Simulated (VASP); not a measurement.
KCl: relaxation of cell and atoms with LDA

KCl:

```
K Cl
1.0
     0.00000    3.18885    3.18885
     3.18885    0.00000    3.18885
     3.18885    3.18885    0.00000
K Cl
1 1
Direct
  0.00000 0.00000 0.00000
  0.50000 0.50000 0.50000
```

- Program: VASP 6.6.1
- Task: relaxation of cell and atoms
- Functional: LDA
- Potentials or basis: VASP PAW LDA potentials, release 64 (K_sv, Cl)
- Cutoff: 600 eV
- k mesh: 6 × 6 × 6
- Occupations: fermi-dirac, width 0.02 eV
- Spin: no spin polarisation
- Dipole correction: no
- Further INCAR settings: ALGO = Normal; EDIFF = 1e-07; IBRION = 2; EDIFFG = -0.005; NSW = 80; ISIF = 3

```yaml
Relaxed_volume: 28.17 Å³/atom
Relaxed_cell: a = 4.303 Å, b = 4.303 Å, c = 4.303 Å, α = 60.00°, β = 60.00°, γ = 60.00°
Space_group_after_relaxing_to_0.1_Å: Fm-3m (No. 225)
Energy_gained_by_relaxing: 36.2 meV/atom
Ionic_steps: 4
Pressure_after_relaxing: 0.0 GPa
Band_gap_on_the_k_mesh: 5.10 eV
```

The path:
```tsv
step	energy change (eV)	largest force (eV/Å)	pressure (GPa)	volume (Å³)
1	0.0000	0.0000	-2.39	64.85
2	-0.0535	0.0000	-1.41	60.43
3	-0.0721	0.0000	-0.19	56.85
4	-0.0724	0.0000	0.02	56.35
```

Final structure:
```yaml
crystal:
  lattice:
    - [0.00000, 3.04285, 3.04285]
    - [3.04285, 0.00000, 3.04285]
    - [3.04285, 3.04285, 0.00000]
  atoms:
    - { symbol: K, position: [0.00000, 0.00000, 0.00000] }
    - { symbol: Cl, position: [0.50000, 0.50000, 0.50000] }
```

Levels at points of the mesh, in eV from the valence-band top:
| k point | band 4 | band 5 | band 6 | band 7 | band 8 | band 9 | band 10 | band 11 | band 12 |
| --- | --- | --- | --- | --- | --- | --- | --- | --- | --- |
| (0.00, 0.00, 0.00) | -10.31 | -10.31 | 0.00 | 0.00 | 0.00 | 5.10 | 8.11 | 8.11 | 8.11 |
| (0.50, 0.00, 0.00) | -10.33 | -9.99 | -1.33 | -0.44 | -0.44 | 7.47 | 8.64 | 10.59 | 10.59 |
| (0.50, 0.50, 0.00) | -10.40 | -10.40 | -0.76 | -0.25 | -0.25 | 6.05 | 8.44 | 10.23 | 10.25 |

Wall time 42 s on 1 thread of Intel(R) Xeon(R) Platinum 8488C (Sapphire Rapids), on a shared host, peak memory 0.19 GiB.
